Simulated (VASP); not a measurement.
# Ru (Im-3m) in VASP: a series of runs

Runs on Ru. Level: r2SCAN. Tasks: single point.

All numbers are computed with VASP 6.6.1; they aren't measurements. Logs are shortened: lines on timing, memory, paths and dates and some standing lists are left out, and cuts for length are marked.

## 1. The cell of the first run

The structure is cubic, space group Im-3m (No. 229). Conventional cell: a = 2.992 Å, b = 2.992 Å, c = 2.992 Å, α = 90.00°, β = 90.00°, γ = 90.00°. Ru (site symmetry m-3m) has 14 Ru at 2.59 to 2.99 Å within 3.4 Å.

This isn't the form of Ru at room conditions, which is hcp.

## 2. Single point, r2SCAN (13.39 Å³/atom)

The input, POSCAR:

```
Ru
1.0
   -1.4957593505      1.4957593505      1.4957593505
    1.4957593505     -1.4957593505      1.4957593505
    1.4957593505      1.4957593505     -1.4957593505
Ru
1
Direct
    0.0000000000      0.0000000000      0.0000000000
```

The input, INCAR.step1:

```
SYSTEM = Ru
ALGO     = Normal         ! electronic algorithm
EDIFF    = 1E-4           ! SCF threshold, eV
ENCUT    = 520            ! plane-wave cutoff, eV
GGA      = PE             ! functional
ISMEAR   = -1             ! smearing method
LASPH    = .TRUE.         ! aspherical terms in the spheres
LCHARG   = .FALSE.        ! write CHGCAR
LREAL    = .FALSE.        ! projectors in reciprocal space
LWAVE    = .TRUE.         ! write WAVECAR
NBANDS   = 13             ! bands
NELM     = 80             ! most SCF steps
PREC     = Accurate       ! precision mode
SIGMA    = 0.1            ! smearing width, eV
```

The input, INCAR.step2:

```
SYSTEM = Ru
ALGO     = Normal         ! electronic algorithm
EDIFF    = 1E-6           ! SCF threshold, eV
ENCUT    = 520            ! plane-wave cutoff, eV
ISIF     = 2              ! what is computed and relaxed
ISMEAR   = -1             ! smearing method
ISTART   = 1            
LASPH    = .TRUE.         ! aspherical terms in the spheres
LCHARG   = .FALSE.        ! write CHGCAR
LMIXTAU  = .TRUE.       
LREAL    = .FALSE.        ! projectors in reciprocal space
LWAVE    = .FALSE.        ! write WAVECAR
METAGGA  = R2SCAN         ! meta-GGA
NBANDS   = 13             ! bands
NELM     = 80             ! most SCF steps
PREC     = Accurate       ! precision mode
SIGMA    = 0.1            ! smearing width, eV
```

The input, KPOINTS:

```
k-points
0
G
  16 16 16
  0 0 0
```

Potentials or basis: VASP PAW PBE potentials, release 64 (Ru_pv).

Started as:

```sh
> cat potpaw_PBE.64/Ru_pv/POTCAR > POTCAR
> cp INCAR.step1 INCAR
> mpirun -np 1 vasp_std > vasp.out
> cp INCAR.step2 INCAR
> mpirun -np 1 vasp_std > vasp.out
```

OUTCAR:

```text
SYSTEM = Ru
   EDIFF = 1E-6
   ENCUT = 520
   ISIF = 2
   ISMEAR = -1
   ISTART = 1
   LASPH = .TRUE.
   LREAL = .FALSE.
   METAGGA = R2SCAN
   NELM = 80
   PREC = Accurate

 ion  position               nearest neighbor table
   1  0.000  0.000  0.000-

  LATTYP: Found a body centered cubic cell.
 ALAT       =     2.9915187010

  Lattice vectors:

 A1 = (  -1.4957593505,   1.4957593505,   1.4957593505)
 A2 = (   1.4957593505,  -1.4957593505,   1.4957593505)
 A3 = (   1.4957593505,   1.4957593505,  -1.4957593505)

Analysis of symmetry for initial positions (statically):
=====================================================================
 Subroutine PRICEL returns:
 Original cell was already a primitive cell.

 Routine SETGRP: Setting up the symmetry group for a
 body centered cubic supercell.

 Subroutine GETGRP returns: Found 48 space group operations
 (whereof 48 operations were pure point group operations)
 out of a pool of 48 trial point group operations.

The static configuration has the point symmetry O_h .

Analysis of symmetry for dynamics (positions and initial velocities):
=====================================================================
 Subroutine PRICEL returns:
 Original cell was already a primitive cell.

 Routine SETGRP: Setting up the symmetry group for a
 body centered cubic supercell.

 Subroutine GETGRP returns: Found 48 space group operations
 (whereof 48 operations were pure point group operations)
 out of a pool of 48 trial point group operations.

The dynamic configuration has the point symmetry O_h .

 Subroutine INISYM returns: Found 48 space group operations
 (whereof 48 operations are pure point group operations),
 and found     1 'primitive' translations

----------------------------------------------------------------------------------------

                                     Primitive cell

  volume of cell :      13.3858

  direct lattice vectors                    reciprocal lattice vectors
    -1.495759350  1.495759350  1.495759350     0.000000000  0.334278372  0.334278372
     1.495759350 -1.495759350  1.495759350     0.334278372  0.000000000  0.334278372
     1.495759350  1.495759350 -1.495759350     0.334278372  0.334278372  0.000000000

  length of vectors
     2.590731191  2.590731191  2.590731191     0.472741007  0.472741007  0.472741007

  position of ions in fractional coordinates (direct lattice)
     0.000000000  0.000000000  0.000000000

  ion indices of the primitive-cell ions
   primitive index   ion index
                 1           1

----------------------------------------------------------------------------------------

 KPOINTS: k-points

Automatic generation of k-mesh.
 Grid dimensions read from file:
 generate k-points for:   16   16   16

 Generating k-lattice:

  Cartesian coordinates                     Fractional coordinates (reciprocal lattice)
     0.000000000  0.020892398  0.020892398     0.062500000  0.000000000  0.000000000
     0.020892398  0.000000000  0.020892398     0.000000000  0.062500000  0.000000000
     0.020892398  0.020892398  0.000000000     0.000000000  0.000000000  0.062500000

  Length of vectors
     0.029546313  0.029546313  0.029546313

  Shift w.r.t. Gamma in fractional coordinates (k-lattice)
     0.000000000  0.000000000  0.000000000

 Subroutine IBZKPT returns following result:
 ===========================================

 Found    145 irreducible k-points:

 Following reciprocal coordinates:
            Coordinates               Weight
  0.000000  0.000000  0.000000      1.000000
  0.062500  0.000000  0.000000     12.000000
  0.125000  0.000000  0.000000     12.000000
  0.187500  0.000000  0.000000     12.000000
  0.250000  0.000000  0.000000     12.000000
  0.312500  0.000000  0.000000     12.000000
[... 16 lines left out ...]
  0.187500  0.187500  0.000000     24.000000
  0.250000  0.187500  0.000000     48.000000
 [... further k-points ...]
   k-points           NKPTS =    145   k-points in BZ     NKDIM =    145   number of bands    NBANDS=     13
   number of dos      NEDOS =    301   number of ions     NIONS =      1
   total plane-waves  NPLWV =   8000
   dimension x,y,z NGX =    20 NGY =   20 NGZ =   20
   dimension x,y,z NGXF=    40 NGYF=   40 NGZF=   40
   ions per type =               1
   NGX,Y,Z   is equivalent  to a cutoff of  12.83, 12.83, 12.83 a.u.
   NGXF,Y,Z  is equivalent  to a cutoff of  25.67, 25.67, 25.67 a.u.
 SYSTEM =  Ru
   PREC   = accura    normal or accurate (medium, high low for compatibility)
   ISTART =      1    job   : 0-new  1-cont  2-samecut
   ICHARG =      0    charge: 1-file 2-atom 10-const
   ISPIN  =      1    spin polarized calculation?
   LNONCOLLINEAR =      F non collinear calculations
   LSORBIT =      F    spin-orbit coupling
   LASPH  =      T    aspherical Exc in radial PAW
   ENCUT  =  520.0 eV  38.22 Ry    6.18 a.u.   4.82  4.82  4.82*2*pi/ulx,y,z
   NELM   =     80;   NELMIN=  2; NELMDL=  0     # of ELM steps
   EDIFF  = 0.1E-05   stopping-criterion for ELM
   LREAL  =      F    real-space projection
   EDIFFG = 0.1E-04   stopping-criterion for IOM
   NSW    =      0    number of steps for IOM
   IBRION =     -1    ionic relax: 0-MD 1-quasi-New 2-CG
   NFREE  =      0    steps in history (QN), initial steepest desc. (CG)
   ISIF   =      2    stress and relaxation
   ISYM   =      2    0-nonsym 1-usesym 2-fastsym
   POTIM  = 0.5000    time-step for ionic-motion
   TEBEG  =    0.0;   TEEND  =   0.0 temperature during run
   PSTRESS=    0.0 pullay stress
   NELECT =      14.0000    total number of electrons
   NUPDOWN=      -1.0000    fix difference up-down
   EMIN   =  10.00;   EMAX   =-10.00  energy-range for DOS
   EFERMI =   0.00;   METHOD = LEGACY
   ISMEAR =    -1;   SIGMA  =   0.10  broadening in eV -4-tet -1-fermi 0-gaus
   EFERMI_NEDOS =   21; number of points for ismear=-14 and -15
   IALGO  =     38    algorithm
   IMIX   =      4    mixing-type and parameters
     AMIX     =   0.40;   BMIX     =  1.00
     AMIX_MAG =   1.60;   BMIX_MAG =  1.00
  volume/ion in A,a.u.               =      13.39        90.33
  Fermi-wavevector in a.u.,A,eV,Ry     =   1.661763  3.140277 37.571899  2.761457
  Thomas-Fermi vector in A             =   2.748770
   LORBIT       =      0    0 simple, 1 ext, 2 COOP (PROOUT), +10 PAW based schemes
   METAGGA = R2SCAN    functional components
   LHFCALC =     F    Hartree Fock is set to
   AEXX    =    0.0000 exact exchange contribution
   IVDW    =     0    specifies the selected vdW correction
   LEPSILON=     F    determine dielectric tensor
   LRPA    =     F    only Hartree local field effects (RPA)
 non-spin polarized calculation
  energy-cutoff  :      520.00
  volume of cell :       13.39
 maximum number of plane-waves:       372
   NGX =  9   NGY =  9   NGZ =  9

 number of electron      13.9999995 magnetization

 Free energy of the ion-electron system (eV)
  ---------------------------------------------------
  ext. energy  EPLUGINS =         0.00000000
  ---------------------------------------------------
  free energy    TOTEN  =       -24.77447154 eV

  energy without entropy =      -24.71657397  energy(sigma->0) =      -24.74552276

 E-fermi :  13.1830     XC(G=0): -15.4891

 val. band max:       13.1670902686   @ k =  -0.3750   0.4375   0.3125
 cond. band min:      13.1895858162   @ k =   0.2500   0.2500   0.0625
 fundamental gap:      0.0224955475
 Fermi energy:        13.1830159679

 k-point     1 :       0.0000    0.0000    0.0000
  band No.  band energies     occupation
      1     -30.7767      2.00000
      2     -30.7767      2.00000
      3     -30.7767      2.00000
      4       4.5537      2.00000
      5      10.0281      2.00000
      6      10.0281      2.00000
      7      10.0282      2.00000
      8      13.0856      1.45200
      9      13.0856      1.45200
     10      21.6162      0.00000
     11      31.1615      0.00000
     12      31.1615      0.00000
     13      31.1615      0.00000

 k-point     2 :       0.0625    0.0000    0.0000
  band No.  band energies     occupation
      1     -30.8258      2.00000
      2     -30.7922      2.00000
      3     -30.7770      2.00000
      4       4.7423      2.00000
      5       9.9393      2.00000
      6      10.0220      2.00000
      7      10.1914      2.00000
      8      12.9664      1.79438
      9      13.0907      1.43117
     10      21.6161      0.00000
     11      31.2676      0.00000
     12      31.3826      0.00000
     13      31.4558      0.00000

 k-point     3 :       0.1250    0.0000    0.0000
  band No.  band energies     occupation
      1     -30.9644      2.00000
      2     -30.8360      2.00000
      3     -30.7777      2.00000
      4       5.2717      2.00000
      5       9.6944      2.00000
      6       9.9901      2.00000
      7      10.6710      2.00000
      8      12.7115      1.98225
      9      13.1115      1.34320
     10      21.6162      0.00000
     11      31.4559      0.00000
     12      31.8140      0.00000
     13      32.3097      0.00000
[... 305 lines left out ...]
 k-point    23 :       0.1875    0.1875    0.0000
  band No.  band energies     occupation
      1     -31.6090      2.00000
      2     -31.0701      2.00000
      3     -30.8650      2.00000
      4       7.5089      2.00000
      5       8.9107      2.00000
      6       9.4767      2.00000
      7      12.3342      1.99959
      8      13.6102      0.02754
      9      14.7741      0.00000
     10      21.6162      0.00000
     11      29.3280      0.00000
     12      30.0466      0.00000
     13      34.6868      0.00000

 k-point    24 :       0.2500    0.1875    0.0000
  band No.  band energies     occupation
      1     -31.7314      2.00000
      2     -31.1720      2.00000
      3     -30.8810      2.00000
      4       7.5453      2.00000
      5       8.6629      2.00000
      6      10.0093      2.00000
      7      12.5328      1.99700
      8      13.7566      0.00644
      9      16.3615      0.00000
     10      21.6162      0.00000
     11      27.6284      0.00000
     12      28.9280      0.00000
     13      33.1059      0.00000

 [... further k-points ...]

------------------------ aborting loop because EDIFF is reached ----------------------------------------

  FORCE on cell =-STRESS in cart. coord.  units (eV):
  Direction    XX          YY          ZZ          XY          YZ          ZX
  --------------------------------------------------------------------------------------
  -------------------------------------------------------------------------------------
  Total        1.3027436      1.3027436      1.3027436      0.0000000      0.0000000     -0.0000000
  in kB      155.9280934    155.9280934    155.9280934      0.0000000      0.0000000     -0.0000000
  external PRESSURE =     155.9280934 kB  Pullay stress =       0.0000000 kB

 VOLUME and BASIS-vectors are now :
 -----------------------------------------------------------------------------
  energy-cutoff  :      520.00
  volume of cell :       13.39
      direct lattice vectors                 reciprocal lattice vectors
    -1.495759350  1.495759350  1.495759350     0.000000000  0.334278372  0.334278372
     1.495759350 -1.495759350  1.495759350     0.334278372  0.000000000  0.334278372
     1.495759350  1.495759350 -1.495759350     0.334278372  0.334278372  0.000000000

 POSITION                                       TOTAL-FORCE (eV/Angst)
 -----------------------------------------------------------------------------------
      0.00000      0.00000      0.00000         0.000000     -0.000000      0.000000
 -----------------------------------------------------------------------------------
    total drift:                                0.000000     -0.000000      0.000000

  FREE ENERGIE OF THE ION-ELECTRON SYSTEM (eV)
  ---------------------------------------------------
  free  energy   TOTEN  =       -24.7744715413 eV

  energy  without entropy=      -24.7165739743  energy(sigma->0) =      -24.74552276
```

Wall time 64 s (1 thread of Intel Xeon 8259CL, shared host); peak memory 0.15 GiB.

Results:

- Free energy: -24.7745 eV
- Pressure: 15.6 GPa
- Band gap on the k mesh: zero (bands 7 and 8 overlap by 3.86 eV)

Caveat: the cell stands under pressure; an empty level that is flat over the whole mesh can mark a ghost state of the potentials, or a narrow d or f band; the PAW data sets were made with another functional, which shifts forces and pressure a little.

## 3. Single point, r2SCAN (14.50 Å³/atom)

This run uses another cell than the first one, of 14.50 Å³/atom.

The input, POSCAR:

```
Ru
1.0
   -1.5362047202      1.5362047202      1.5362047202
    1.5362047202     -1.5362047202      1.5362047202
    1.5362047202      1.5362047202     -1.5362047202
Ru
1
Direct
    0.0000000000      0.0000000000      0.0000000000
```

The input, INCAR.step1:

```
SYSTEM = Ru
PREC = Accurate
ENCUT = 520
ISMEAR = -1
SIGMA = 0.1
LREAL = .FALSE.
LASPH = .TRUE.
NELM = 80
NBANDS = 13
GGA = PE
ALGO = Normal
EDIFF = 1E-4
LWAVE = .TRUE.
LCHARG = .FALSE.
```

The input, INCAR.step2:

```
SYSTEM = Ru
PREC = Accurate
ENCUT = 520
EDIFF = 1E-6
ISMEAR = -1
SIGMA = 0.1
LREAL = .FALSE.
LASPH = .TRUE.
NELM = 80
ALGO = Normal
ISIF = 2
LWAVE = .FALSE.
LCHARG = .FALSE.
METAGGA = R2SCAN
LMIXTAU = .TRUE.
NBANDS = 13
ISTART = 1
```

The input, KPOINTS:

```
Automatic mesh
0
G
  16 16 16
  0 0 0
```

Potentials or basis: VASP PAW PBE potentials, release 64 (Ru_pv).

Started as:

```sh
> cat potpaw_PBE.64/Ru_pv/POTCAR > POTCAR
> cp INCAR.step1 INCAR
> mpirun -np 1 vasp_std > vasp.out
> cp INCAR.step2 INCAR
> mpirun -np 1 vasp_std > vasp.out
```

It took 86 s on 1 thread of Intel Xeon 8259CL, shared host; peak memory 0.15 GiB.

Results (log left out):

```yaml
Free_energy: -24.7891 eV
Pressure: -9.5 GPa
Band_gap_on_the_k_mesh: zero (bands 7 and 8 overlap by 3.35 eV)
```

Levels at points of the mesh, in eV from the Fermi level:
```tsv
k point	band 3	band 4	band 5	band 6	band 7	band 8	band 9	band 10	band 11	band 12
(0.00, 0.00, 0.00)	-43.92	-8.13	-2.82	-2.82	-2.82	-0.07	-0.07	8.43	17.91	17.91
(0.50, 0.00, 0.00)	-43.93	-6.16	-4.55	-0.11	0.38	1.17	2.31	8.43	10.22	14.20
(0.50, 0.50, 0.50)	-44.59	-6.19	-6.19	1.72	1.72	1.72	8.43	9.56	9.56	9.56
```

Caveat: the cell stands under tension; an empty level that is flat over the whole mesh can mark a ghost state of the potentials, or a narrow d or f band; the PAW data sets were made with another functional, which shifts forces and pressure a little.

## 4. Single point, r2SCAN (15.06 Å³/atom)

This run uses another cell than the first one, of 15.06 Å³/atom.

The input, POSCAR:

```
Ru
1.0
   -1.5556524141      1.5556524141      1.5556524141
    1.5556524141     -1.5556524141      1.5556524141
    1.5556524141      1.5556524141     -1.5556524141
Ru
1
Direct
    0.0000000000      0.0000000000      0.0000000000
```

The input, INCAR.step1:

```
  PREC = Accurate
  ENCUT = 520
  ISMEAR = -1
  SIGMA = 0.1
  LREAL = F
  LASPH = T
  NELM = 100
  NBANDS = 13
  GGA = PE
  ALGO = Normal
  EDIFF = 1E-4
  LWAVE = T
  LCHARG = F
```

The input, INCAR.step2:

```
  PREC = Accurate
  ENCUT = 520
  EDIFF = 1E-7
  ISMEAR = -1
  SIGMA = 0.1
  LREAL = F
  LASPH = T
  NELM = 100
  ALGO = Normal
  ISIF = 2
  LWAVE = F
  LCHARG = F
  METAGGA = R2SCAN
  LMIXTAU = T
  NBANDS = 13
  ISTART = 1
```

The input, KPOINTS:

```
Automatic mesh
0
Gamma
  16 16 16
```

Started as:

```sh
> cat potpaw_PBE.64/Ru_pv/POTCAR > POTCAR
> cp INCAR.step1 INCAR
> mpirun -np 1 vasp_std > vasp.out
> cp INCAR.step2 INCAR
> mpirun -np 1 vasp_std > vasp.out
```

Run time: 1.9 min. Hardware: 1 thread of Intel Xeon 8259CL, shared host; peak memory 0.15 GiB.

Results (log left out):

```
Free energy            : -24.7403 eV
Pressure               : -18.3 GPa
Band gap on the k mesh : zero (bands 7 and 8 overlap by 3.15 eV)
```

Levels at points of the mesh, in eV from the Fermi level:
| k point | band 4 | band 5 | band 6 | band 7 | band 8 | band 9 | band 10 | band 11 |
| --- | --- | --- | --- | --- | --- | --- | --- | --- |
| (0.00, 0.00, 0.00) | -7.89 | -2.67 | -2.67 | -2.67 | -0.05 | -0.05 | 8.45 | 17.86 |
| (0.50, 0.00, 0.00) | -5.86 | -4.30 | -0.11 | 0.35 | 1.15 | 2.16 | 8.45 | 9.76 |
| (0.50, 0.50, 0.50) | -5.85 | -5.85 | 1.61 | 1.61 | 1.61 | 8.45 | 9.34 | 9.34 |

Caveat: the cell stands under tension; an empty level that is flat over the whole mesh can mark a ghost state of the potentials, or a narrow d or f band; the PAW data sets were made with another functional, which shifts forces and pressure a little.

[end of part 1 of 2]
